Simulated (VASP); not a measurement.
# SrTe (rocksalt type) (Fm-3m) in VASP: further runs, part 2 of 2

VASP 6.6.1.

### 3 Electric field gradients, PBE (volume scaled by 0.95)

Input file INCAR:

```
ALGO     = Normal         # electronic algorithm
EDIFF    = 1E-8           # SCF threshold, eV
ENCUT    = 400            # plane-wave cutoff, eV
GGA      = PE             # functional
GGA_COMPAT= F            
ISIF     = 2              # what is computed and relaxed
ISMEAR   = -1             # smearing method
LASPH    = T              # aspherical terms in the spheres
LCHARG   = F              # write CHGCAR
LEFG     = T            
LREAL    = F              # projectors in reciprocal space
LWAVE    = F              # write WAVECAR
NBANDS   = 15             # bands
NELM     = 120            # most SCF steps
PREC     = Accurate       # precision mode
SIGMA    = 0.03           # smearing width, eV
```

Input file KPOINTS:

```
k-points
0
Gamma
  11 11 11
```

Input file POSCAR:

```
SrTe
1.0
    0.0000000000      3.3022324320      3.3022324320
    3.3022324320      0.0000000000      3.3022324320
    3.3022324320      3.3022324320      0.0000000000
Sr Te
1 1
Direct
    0.0000000000      0.0000000000      0.0000000000
    0.5000000000      0.5000000000      0.5000000000
```

Potentials or basis: VASP PAW PBE potentials, release 64 (Sr_sv, Te).

Launch:

```sh
cat potpaw_PBE.64/Sr_sv/POTCAR potpaw_PBE.64/Te/POTCAR > POTCAR
mpirun -np 1 vasp_std > vasp.out
```

OUTCAR:

```text
EDIFF = 1E-8
   ENCUT = 400
   GGA = PE
   ISIF = 2
   ISMEAR = -1
   LASPH = T
   LREAL = F
   NELM = 120
   PREC = Accurate

 ion  position               nearest neighbor table
   1  0.000  0.000  0.000-   2 3.30   2 3.30   2 3.30   2 3.30   2 3.30   2 3.30
   2  0.500  0.500  0.500-   1 3.30   1 3.30   1 3.30   1 3.30   1 3.30   1 3.30

  LATTYP: Found a face centered cubic cell.
 ALAT       =     6.6044648640

  Lattice vectors:

 A1 = (   0.0000000000,   3.3022324320,   3.3022324320)
 A2 = (   3.3022324320,   0.0000000000,   3.3022324320)
 A3 = (   3.3022324320,   3.3022324320,   0.0000000000)

Analysis of symmetry for initial positions (statically):
=====================================================================
 Subroutine PRICEL returns:
 Original cell was already a primitive cell.

 Routine SETGRP: Setting up the symmetry group for a
 face centered cubic supercell.

 Subroutine GETGRP returns: Found 48 space group operations
 (whereof 48 operations were pure point group operations)
 out of a pool of 48 trial point group operations.

The static configuration has the point symmetry O_h .

Analysis of symmetry for dynamics (positions and initial velocities):
=====================================================================
 Subroutine PRICEL returns:
 Original cell was already a primitive cell.

 Routine SETGRP: Setting up the symmetry group for a
 face centered cubic supercell.

 Subroutine GETGRP returns: Found 48 space group operations
 (whereof 48 operations were pure point group operations)
 out of a pool of 48 trial point group operations.

The dynamic configuration has the point symmetry O_h .

 Subroutine INISYM returns: Found 48 space group operations
 (whereof 48 operations are pure point group operations),
 and found     1 'primitive' translations

----------------------------------------------------------------------------------------

                                     Primitive cell

  volume of cell :      72.0200

  direct lattice vectors                    reciprocal lattice vectors
     0.000000000  3.302232432  3.302232432    -0.151412722  0.151412722  0.151412722
     3.302232432  0.000000000  3.302232432     0.151412722 -0.151412722  0.151412722
     3.302232432  3.302232432  0.000000000     0.151412722  0.151412722 -0.151412722

  length of vectors
     4.670061891  4.670061891  4.670061891     0.262254527  0.262254527  0.262254527

  position of ions in fractional coordinates (direct lattice)
     0.000000000  0.000000000  0.000000000
     0.500000000  0.500000000  0.500000000

  ion indices of the primitive-cell ions
   primitive index   ion index
                 1           1
                 2           2

----------------------------------------------------------------------------------------

 KPOINTS: k-points

Automatic generation of k-mesh.
 Grid dimensions read from file:
 generate k-points for:   11   11   11

 Generating k-lattice:

  Cartesian coordinates                     Fractional coordinates (reciprocal lattice)
[... 75 lines left out ...]
   ISMEAR =    -1;   SIGMA  =   0.03  broadening in eV -4-tet -1-fermi 0-gaus
   EFERMI_NEDOS =   21; number of points for ismear=-14 and -15
   IALGO  =     38    algorithm
   IMIX   =      4    mixing-type and parameters
     AMIX     =   0.40;   BMIX     =  1.00
     AMIX_MAG =   1.60;   BMIX_MAG =  1.00
  volume/ion in A,a.u.               =      36.01       243.01
  Fermi-wavevector in a.u.,A,eV,Ry     =   0.991510  1.873683 13.375785  0.983092
  Thomas-Fermi vector in A             =   2.123257
   LORBIT       =      0    0 simple, 1 ext, 2 COOP (PROOUT), +10 PAW based schemes
   GGA     = PE    functional components
   LHFCALC =     F    Hartree Fock is set to
   AEXX    =    0.0000 exact exchange contribution
   IVDW    =     0    specifies the selected vdW correction
   LEPSILON=     F    determine dielectric tensor
   LRPA    =     F    only Hartree local field effects (RPA)
 non-spin polarized calculation
  energy-cutoff  :      400.00
  volume of cell :       72.02
 maximum number of plane-waves:      1326
   NGX = 15   NGY = 15   NGZ = 15

 number of electron      16.0000001 magnetization

 Free energy of the ion-electron system (eV)
  ---------------------------------------------------
  ext. energy  EPLUGINS =         0.00000000
  ---------------------------------------------------
  free energy    TOTEN  =        -8.24350212 eV

  energy without entropy =       -8.24350212  energy(sigma->0) =       -8.24350212

 E-fermi :   3.7192     XC(G=0):  -8.6210

 val. band max:        3.0384312064   @ k =   0.0000   0.0000   0.0000
 cond. band min:       4.6866264021   @ k =   0.4545   0.4545   0.0000
 fundamental gap:      1.6481951956
 Fermi energy:         3.7192434443

 k-point     1 :       0.0000    0.0000    0.0000
  band No.  band energies     occupation
      1     -31.5788      2.00000
      2     -13.5773      2.00000
      3     -13.5773      2.00000
      4     -13.5773      2.00000
      5      -7.0225      2.00000
      6       3.0384      2.00000
      7       3.0384      2.00000
      8       3.0384      2.00000
      9       6.0038      0.00000
     10       6.2829      0.00000
     11       6.2829      0.00000
     12       6.2829      0.00000
     13       6.9583      0.00000
     14       6.9583      0.00000
[... 401 lines left out ...]
      2     -13.6559      2.00000
      3     -13.6014      2.00000
      4     -13.5779      2.00000
      5      -6.6173      2.00000
      6       1.0321      2.00000
      7       2.1477      2.00000
      8       2.2220      2.00000
      9       6.7618      0.00000
     10       6.9662      0.00000
     11       7.2006      0.00000
     12       7.7574      0.00000
     13       8.9655      0.00000
     14       9.5303      0.00000
     15      11.3905      0.00000

 [... further k-points ...]
[... 5 lines left out ...]
  --------------------------------------------------------------------------------------
  -------------------------------------------------------------------------------------
  Total        0.8709517      0.8709517      0.8709517      0.0000000      0.0000000      0.0000000
  in kB       19.3754486     19.3754486     19.3754486      0.0000000      0.0000000      0.0000000
  external PRESSURE =      19.3754486 kB  Pullay stress =       0.0000000 kB

 VOLUME and BASIS-vectors are now :
 -----------------------------------------------------------------------------
  energy-cutoff  :      400.00
  volume of cell :       72.02
      direct lattice vectors                 reciprocal lattice vectors
     0.000000000  3.302232432  3.302232432    -0.151412722  0.151412722  0.151412722
     3.302232432  0.000000000  3.302232432     0.151412722 -0.151412722  0.151412722
     3.302232432  3.302232432  0.000000000     0.151412722  0.151412722 -0.151412722

 POSITION                                       TOTAL-FORCE (eV/Angst)
 -----------------------------------------------------------------------------------
      0.00000      0.00000      0.00000         0.000000      0.000000     -0.000000
      3.30223      3.30223      3.30223        -0.000000     -0.000000      0.000000
 -----------------------------------------------------------------------------------
    total drift:                               -0.000000      0.000000      0.000000

  FREE ENERGIE OF THE ION-ELECTRON SYSTEM (eV)
  ---------------------------------------------------
  free  energy   TOTEN  =        -8.2435021236 eV

  energy  without entropy=       -8.2435021236  energy(sigma->0) =       -8.24350212

 Electric field gradients (V/A^2)
---------------------------------------------------------------------
 ion       V_xx      V_yy      V_zz      V_xy      V_xz      V_yz
---------------------------------------------------------------------
   1       0.000    -0.000    -0.000    -0.000    -0.000    -0.000
   2       0.000    -0.000    -0.000     0.000     0.000     0.000
---------------------------------------------------------------------

 Electric field gradients after diagonalization (V/A^2)
 (convention: |V_zz| > |V_xx| > |V_yy|)
----------------------------------------------------------------------
 ion       V_xx      V_yy      V_zz     asymmetry (V_yy - V_xx)/ V_zz
----------------------------------------------------------------------
   1       0.000     0.000    -0.000       0.000
   2      -0.000    -0.000     0.000       0.000
----------------------------------------------------------------------

           NMR quadrupolar parameters

 Cq : quadrupolar parameter    Cq=e*Q*V_zz/h
 eta: asymmetry parameters     (V_yy - V_xx)/ V_zz
 Q  : nuclear electric quadrupole moment in mb (millibarn)
----------------------------------------------------------------------
 ion       Cq(MHz)       eta       Q (mb)
----------------------------------------------------------------------
   1      -0.000       0.000       1.000
   2       0.000       0.000       1.000
----------------------------------------------------------------------
```

Run time: 44 s. Hardware: 1 thread of Intel Xeon Platinum 8259CL at 2.50GHz (Skylake/Cascade Lake), shared host; peak memory 0.19 GiB.

Results:

| Quantity | Value |
| --- | --- |
| Free energy | -8.2435 eV |
| Pressure | 1.9 GPa |
| Band gap on the k mesh | 1.65 eV, indirect (least direct gap 2.40 eV) |

Caveat: without QUAD_EFG the Cq values of the log hold for a quadrupole moment of 1 mb, not for the nuclei; spin-orbit coupling is left out, which moves the levels of the heavy elements. A k mesh can miss the band edges.

### 4 Electric field gradients, PBE (volume scaled by 0.975)

Input file INCAR:

```
  ALGO = Normal
  EDIFF = 1E-8
  ENCUT = 400
  GGA = PE
  GGA_COMPAT = False
  ISIF = 2
  ISMEAR = -1
  LASPH = True
  LCHARG = False
  LEFG = True
  LREAL = False
  LWAVE = False
  NBANDS = 15
  NELM = 120
  PREC = Accurate
  SIGMA = 0.03
```

KPOINTS is that of step 3.

Input file POSCAR:

```
SrTe
1.0
    0.0000000000      3.3309489380      3.3309489380
    3.3309489380      0.0000000000      3.3309489380
    3.3309489380      3.3309489380      0.0000000000
Sr Te
1 1
Direct
    0.0000000000      0.0000000000      0.0000000000
    0.5000000000      0.5000000000      0.5000000000
```

Potentials or basis: VASP PAW PBE potentials, release 64 (Sr_sv, Te).

Launch:

```sh
cat potpaw_PBE.64/Sr_sv/POTCAR potpaw_PBE.64/Te/POTCAR > POTCAR
mpirun -np 1 vasp_std > vasp.out
```

OUTCAR:

```text
EDIFF = 1E-8
   ENCUT = 400
   GGA = PE
   ISIF = 2
   ISMEAR = -1
   LASPH = True
   LREAL = False
   NELM = 120
   PREC = Accurate

 ion  position               nearest neighbor table
   1  0.000  0.000  0.000-   2 3.33   2 3.33   2 3.33   2 3.33   2 3.33   2 3.33
   2  0.500  0.500  0.500-   1 3.33   1 3.33   1 3.33   1 3.33   1 3.33   1 3.33

  LATTYP: Found a face centered cubic cell.
 ALAT       =     6.6618978760

  Lattice vectors:

 A1 = (   0.0000000000,   3.3309489380,   3.3309489380)
 A2 = (   3.3309489380,   0.0000000000,   3.3309489380)
 A3 = (   3.3309489380,   3.3309489380,   0.0000000000)

Analysis of symmetry for initial positions (statically):
=====================================================================
 Subroutine PRICEL returns:
 Original cell was already a primitive cell.

 Routine SETGRP: Setting up the symmetry group for a
 face centered cubic supercell.

 Subroutine GETGRP returns: Found 48 space group operations
 (whereof 48 operations were pure point group operations)
 out of a pool of 48 trial point group operations.

The static configuration has the point symmetry O_h .

Analysis of symmetry for dynamics (positions and initial velocities):
=====================================================================
 Subroutine PRICEL returns:
 Original cell was already a primitive cell.

 Routine SETGRP: Setting up the symmetry group for a
 face centered cubic supercell.

 Subroutine GETGRP returns: Found 48 space group operations
 (whereof 48 operations were pure point group operations)
 out of a pool of 48 trial point group operations.

The dynamic configuration has the point symmetry O_h .

 Subroutine INISYM returns: Found 48 space group operations
 (whereof 48 operations are pure point group operations),
 and found     1 'primitive' translations

----------------------------------------------------------------------------------------

                                     Primitive cell

  volume of cell :      73.9152

  direct lattice vectors                    reciprocal lattice vectors
     0.000000000  3.330948938  3.330948938    -0.150107375  0.150107375  0.150107375
     3.330948938  0.000000000  3.330948938     0.150107375 -0.150107375  0.150107375
     3.330948938  3.330948938  0.000000000     0.150107375  0.150107375 -0.150107375

  length of vectors
     4.710673164  4.710673164  4.710673164     0.259993599  0.259993599  0.259993599

  position of ions in fractional coordinates (direct lattice)
     0.000000000  0.000000000  0.000000000
     0.500000000  0.500000000  0.500000000

  ion indices of the primitive-cell ions
   primitive index   ion index
                 1           1
                 2           2

----------------------------------------------------------------------------------------

 KPOINTS: k-points

[... 82 lines left out ...]
   ISMEAR =    -1;   SIGMA  =   0.03  broadening in eV -4-tet -1-fermi 0-gaus
   EFERMI_NEDOS =   21; number of points for ismear=-14 and -15
   IALGO  =     38    algorithm
   IMIX   =      4    mixing-type and parameters
     AMIX     =   0.40;   BMIX     =  1.00
     AMIX_MAG =   1.60;   BMIX_MAG =  1.00
  volume/ion in A,a.u.               =      36.96       249.40
  Fermi-wavevector in a.u.,A,eV,Ry     =   0.982962  1.857529 13.146151  0.966215
  Thomas-Fermi vector in A             =   2.114084
   LORBIT       =      0    0 simple, 1 ext, 2 COOP (PROOUT), +10 PAW based schemes
   GGA     = PE    functional components
   LHFCALC =     F    Hartree Fock is set to
   AEXX    =    0.0000 exact exchange contribution
   IVDW    =     0    specifies the selected vdW correction
   LEPSILON=     F    determine dielectric tensor
   LRPA    =     F    only Hartree local field effects (RPA)
 non-spin polarized calculation
  energy-cutoff  :      400.00
  volume of cell :       73.92
 maximum number of plane-waves:      1363
   NGX = 15   NGY = 15   NGZ = 15

 number of electron      16.0000001 magnetization

 Free energy of the ion-electron system (eV)
  ---------------------------------------------------
  ext. energy  EPLUGINS =         0.00000000
  ---------------------------------------------------
  free energy    TOTEN  =        -8.26076914 eV

  energy without entropy =       -8.26076914  energy(sigma->0) =       -8.26076914

 E-fermi :   3.5266     XC(G=0):  -8.5154

 val. band max:        2.8483636759   @ k =   0.0000   0.0000   0.0000
 cond. band min:       4.5659950846   @ k =   0.4545   0.4545   0.0000
 fundamental gap:      1.7176314087
 Fermi energy:         3.5265655764

 k-point     1 :       0.0000    0.0000    0.0000
  band No.  band energies     occupation
      1     -31.8336      2.00000
      2     -13.8241      2.00000
      3     -13.8241      2.00000
      4     -13.8241      2.00000
      5      -7.1295      2.00000
      6       2.8484      2.00000
      7       2.8484      2.00000
      8       2.8484      2.00000
      9       5.6970      0.00000
     10       6.1193      0.00000
     11       6.1194      0.00000
     12       6.1194      0.00000
     13       6.7664      0.00000
     14       6.7664      0.00000
[... 401 lines left out ...]
      2     -13.8929      2.00000
      3     -13.8455      2.00000
      4     -13.8248      2.00000
      5      -6.7534      2.00000
      6       0.9036      2.00000
      7       2.0025      2.00000
      8       2.0647      2.00000
      9       6.5718      0.00000
     10       6.7861      0.00000
     11       6.9475      0.00000
     12       7.5431      0.00000
     13       8.6796      0.00000
     14       9.2413      0.00000
     15      11.0466      0.00000

 [... further k-points ...]

------------------------ aborting loop because EDIFF is reached ----------------------------------------

  FORCE on cell =-STRESS in cart. coord.  units (eV):
  Direction    XX          YY          ZZ          XY          YZ          ZX
  --------------------------------------------------------------------------------------
  -------------------------------------------------------------------------------------
  Total        0.4348715      0.4348715      0.4348715      0.0000000      0.0000000     -0.0000000
  in kB        9.4262205      9.4262205      9.4262205      0.0000000      0.0000000     -0.0000000
  external PRESSURE =       9.4262205 kB  Pullay stress =       0.0000000 kB

 VOLUME and BASIS-vectors are now :
 -----------------------------------------------------------------------------
  energy-cutoff  :      400.00
  volume of cell :       73.92
      direct lattice vectors                 reciprocal lattice vectors
     0.000000000  3.330948938  3.330948938    -0.150107375  0.150107375  0.150107375
     3.330948938  0.000000000  3.330948938     0.150107375 -0.150107375  0.150107375
     3.330948938  3.330948938  0.000000000     0.150107375  0.150107375 -0.150107375

 POSITION                                       TOTAL-FORCE (eV/Angst)
 -----------------------------------------------------------------------------------
      0.00000      0.00000      0.00000         0.000000      0.000000      0.000000
      3.33095      3.33095      3.33095        -0.000000     -0.000000     -0.000000
 -----------------------------------------------------------------------------------
    total drift:                                0.000000     -0.000000     -0.000000

  FREE ENERGIE OF THE ION-ELECTRON SYSTEM (eV)
  ---------------------------------------------------
  free  energy   TOTEN  =        -8.2607691409 eV

  energy  without entropy=       -8.2607691409  energy(sigma->0) =       -8.26076914

 Electric field gradients (V/A^2)
---------------------------------------------------------------------
 ion       V_xx      V_yy      V_zz      V_xy      V_xz      V_yz
---------------------------------------------------------------------
   1      -0.000    -0.000     0.000     0.000     0.000     0.000
   2      -0.000    -0.000    -0.000    -0.000    -0.000    -0.000
---------------------------------------------------------------------

 Electric field gradients after diagonalization (V/A^2)
 (convention: |V_zz| > |V_xx| > |V_yy|)
----------------------------------------------------------------------
 ion       V_xx      V_yy      V_zz     asymmetry (V_yy - V_xx)/ V_zz
----------------------------------------------------------------------
   1      -0.000    -0.000     0.000       0.000
   2       0.000     0.000    -0.000       0.000
----------------------------------------------------------------------

           NMR quadrupolar parameters

 Cq : quadrupolar parameter    Cq=e*Q*V_zz/h
 eta: asymmetry parameters     (V_yy - V_xx)/ V_zz
 Q  : nuclear electric quadrupole moment in mb (millibarn)
----------------------------------------------------------------------
 ion       Cq(MHz)       eta       Q (mb)
----------------------------------------------------------------------
   1       0.000       0.000       1.000
   2      -0.000       0.000       1.000
----------------------------------------------------------------------
```

stdout:

```text
POSCAR found type information on POSCAR SrTe
 POSCAR found :  2 types and       2 ions
 scaLAPACK will be used
 LDA part: xc-table for (Slater+PW92), standard interpolation
 POSCAR, INCAR and KPOINTS ok, starting setup
 FFT: planning ... GRIDC
 FFT: planning ... GRID_SOFT
 FFT: planning ... GRID
 WAVECAR not read
 entering main loop
ion   1

ion   2
```

Run time: 29 s. Hardware: 1 thread of Intel Xeon Platinum 8259CL at 2.50GHz (Skylake/Cascade Lake), shared host; peak memory 0.2 GiB.

Results:

- Free energy: -8.2608 eV
- Pressure: 0.9 GPa
- Band gap on the k mesh: 1.72 eV, indirect (least direct gap 2.45 eV)

Caveat: without QUAD_EFG the Cq values of the log hold for a quadrupole moment of 1 mb, not for the nuclei; spin-orbit coupling is left out, which moves the levels of the heavy elements. A k mesh can miss the band edges.
